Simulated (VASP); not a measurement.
Crystal: CaS.

```
Ca S
1.0
     0.00000    2.85590    2.85590
     2.85590    0.00000    2.85590
     2.85590    2.85590    0.00000
Ca S
1 1
Direct
  0.00000 0.00000 0.00000
  0.50000 0.50000 0.50000
```

- Program: VASP 6.6.1
- Task: relaxation of cell and atoms
- Functional: PBEsol
- Potentials or basis: VASP PAW PBE potentials, release 64 (Ca_sv, S)
- Cutoff: 500 eV
- k mesh: 8 × 8 × 8
- Occupations: fermi-dirac, width 0.02 eV
- Spin: no spin polarisation

At the start: pressure -2.2 GPa; volume 23.29 Å³/atom.

Question: How do energy, volume and symmetry change on relaxing?

Answer: Over 3 steps the energy falls by 6.2 meV/atom and the volume is 22.41 Å³/atom (-3.8 %); space group Fm-3m (No. 225, to 0.05 Å).

The path:
```tsv
step	energy change (eV)	largest force (eV/Å)	pressure (GPa)	volume (Å³)
1	0.0000	0.0000	-2.19	46.59
2	-0.0119	0.0000	0.50	44.47
3	-0.0124	0.0000	0.00	44.83
```

Final structure:
```yaml
crystal:
  lattice:
    - [0.00000, 2.81946, 2.81946]
    - [2.81946, 0.00000, 2.81946]
    - [2.81946, 2.81946, 0.00000]
  atoms:
    - { symbol: Ca, position: [0.00000, 0.00000, 0.00000] }
    - { symbol: S, position: [0.50000, 0.50000, 0.50000] }
```

Caveat: the PAW data sets were made with another functional, which shifts forces and pressure a little.
